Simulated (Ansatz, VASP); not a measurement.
# Two plane-wave programs on Be2Se3

File INCAR:

```
PREC = Accurate
ENCUT = 600
EDIFF = 1E-6
ISMEAR = 0
SIGMA = 0.2
LREAL = False
LASPH = True
NELM = 100
ALGO = Normal
ISIF = 3
LWAVE = False
LCHARG = False
GGA = PE
IBRION = 2
NSW = 36
EDIFFG = -0.08
```

The input KPOINTS:

```
Automatic mesh
0
Gamma
  5 5 2
```

POSCAR

```
Be2Se3
1.0
    3.6000000000      0.0000000000      0.0000000000
    0.0000000000      3.6000000000      0.0000000000
    0.0000000000      0.0000000000      7.5000000000
Be Se
2 3
Direct
    0.0000000000      0.5000000000      0.1670000000
    0.5000000000      0.0000000000      0.8330000000
    0.0000000000      0.0000000000      0.0000000000
    0.5000000000      0.5000000000      0.6600000000
    0.5000000000      0.5000000000      0.3400000000
```

Input for Ansatz:

```yaml
crystal:
  lattice:
    - [3.6, 0.0, 0.0]
    - [0.0, 3.6, 0.0]
    - [0.0, 0.0, 7.5]
  atoms:
    - { symbol: Be, position: [0.0, 0.5, 0.167] }
    - { symbol: Be, position: [0.5, 0.0, 0.833] }
    - { symbol: Se, position: [0.0, 0.0, 0.0] }
    - { symbol: Se, position: [0.5, 0.5, 0.66] }
    - { symbol: Se, position: [0.5, 0.5, 0.34] }
basis:
  ecutwfc: 420
kpoints:
  mp_grid: { grid: [5, 5, 2] }
hamiltonian:
  xc: pbe
scf:
  occupations: { method: gaussian, width: 0.2 }
  lower_state_search: "off"
output:
  forces: true
  stress: true
  eigenvalues: true
relax:
  adjacent_minimum: "off"
  f_tol: 0.08
  max_steps: 16
  cell: { stress_tol: 0.8 }
```

Alike in both runs: task relaxation of cell and atoms; functional PBE; k mesh 5 × 5 × 2; occupations gaussian, width 0.2 eV; no spin polarisation.

```csv
,VASP,Ansatz
version,VASP 6.6.1,Ansatz 0.2.0
potentials or method,"VASP PAW PBE potentials, release 64 (Be, Se), cutoff 600 eV","scalar-relativistic, plane waves, PAW"
valence electrons in the cell,22,52
```

Ansatz gave:

| Quantity | Value |
| --- | --- |
| gap on the k mesh at the Fermi level, each at its own relaxed structure (eV) | none |
| relaxed volume (Å³/atom) | 20.53 |
| relaxed cell length with the largest relative difference (Å) | 7.210 |

**Question.** What did VASP give for the same quantities?

**Answer.** gap on the k mesh at the Fermi level, each at its own relaxed structure (eV): none; relaxed volume (Å³/atom): 20.49; relaxed cell length with the largest relative difference (Å): 7.199.

A gap of «none» marks a metal or a gap that the smearing closes. VASP's potentials hold 22 valence electrons a cell and Ansatz's 52, so a difference there can come from the potentials and not from the codes.

The k mesh is coarse, so the values compare programs but aren't converged.
